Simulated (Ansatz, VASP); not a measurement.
**Two plane-wave programs on AlRu**

```xyz
2
Lattice="2.9900 0.0000 0.0000 0.0000 2.9900 0.0000 0.0000 0.0000 2.9900" Properties=species:S:1:pos:R:3 pbc="T T T"
Ru    0.0000    0.0000    0.0000
Al    1.4950    1.4950    1.4950
```

Alike in both runs: task relaxation of cell and atoms; functional PBEsol; k mesh 16 × 16 × 16; occupations gaussian, width 0.3 eV; no spin polarisation.

|  | VASP | Ansatz |
| --- | --- | --- |
| version | VASP 6.6.1 | Ansatz 0.2.0 |
| potentials or method | VASP PAW PBE potentials, release 64 (Ru_pv, Al) | scalar-relativistic, plane waves, PAW |
| plane-wave cutoff (eV) | 600 | 420 |
| valence electrons in the cell | 17 | 19 |

Ansatz gave:

| Item | Value |
| --- | --- |
| gap on the k mesh at the Fermi level, each at its own relaxed structure (eV) | none |
| relaxed volume (Å³/atom) | 13.20 |
| relaxed length of the cell vector where the two differ most in proportion (Å) | 2.977 |

What did VASP give for the same quantities?

gap on the k mesh at the Fermi level, each at its own relaxed structure (eV): none; relaxed volume (Å³/atom): 13.20; relaxed length of the cell vector where the two differ most in proportion (Å): 2.978.

VASP's potentials were made for PBE, not for PBEsol. A gap of «none» marks a metal or a gap that the smearing closes. VASP's potentials hold 17 valence electrons a cell and Ansatz's 19, so a difference there can come from the potentials and not from the codes.
